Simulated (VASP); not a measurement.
The system is Mn3SnH.

```
Mn Sn H
1.0
     4.00390    0.00000    0.00000
     0.00000    4.00390    0.00000
     0.00000    0.00000    4.00390
Mn Sn H
3 1 1
Cartesian
  2.0019 0.0000 0.0000
  0.0000 2.0019 0.0000
  0.0000 0.0000 2.0019
  2.0019 2.0019 2.0019
  0.0000 0.0000 0.0000
```

```yaml
Program: VASP 6.6.1
Task: relaxation of cell and atoms
Functional: BLYP
Dispersion: D3(BJ)
Potentials_or_basis: VASP PAW PBE potentials, release 64 (Mn_pv, Sn_d, H)
Cutoff: 600 eV
k_mesh: 5 × 5 × 5
Occupations: fermi-dirac, width 0.1 eV
Spin: collinear spin, ferromagnetic start
Starting_moments: "[4.0, 4.0, 4.0, 0.0, 0.0] μB"
```

At the start: pressure -12.7 GPa; volume 12.84 Å³/atom.

Question: How do energy, volume and symmetry change on relaxing?

Answer: Over 3 steps the energy falls by 84.6 meV/atom and the volume is 11.20 Å³/atom (-12.7 %); space group Pm-3m (No. 221, to 0.1 Å) before and after; moment 6.22 μB per cell.

The path:
| step | energy change (eV) | largest force (eV/Å) | pressure (GPa) | volume (Å³) |
| --- | --- | --- | --- | --- |
| 1 | 0.0000 | 0.0000 | -12.70 | 64.19 |
| 2 | -0.4152 | 0.0000 | 2.82 | 55.19 |
| 3 | -0.4230 | 0.0000 | 0.26 | 56.01 |

Final structure:
```yaml
crystal:
  lattice:
    - [3.82613, 0.00000, 0.00000]
    - [0.00000, 3.82613, 0.00000]
    - [0.00000, 0.00000, 3.82613]
  atoms:
    - { symbol: Mn, position: [0.50000, 0.00000, 0.00000] }
    - { symbol: Mn, position: [0.00000, 0.50000, 0.00000] }
    - { symbol: Mn, position: [0.00000, 0.00000, 0.50000] }
    - { symbol: Sn, position: [0.50000, 0.50000, 0.50000] }
    - { symbol: H, position: [0.00000, 0.00000, 0.00000] }
```

Caveat: the PAW data sets were made with another functional, which shifts forces and pressure a little.
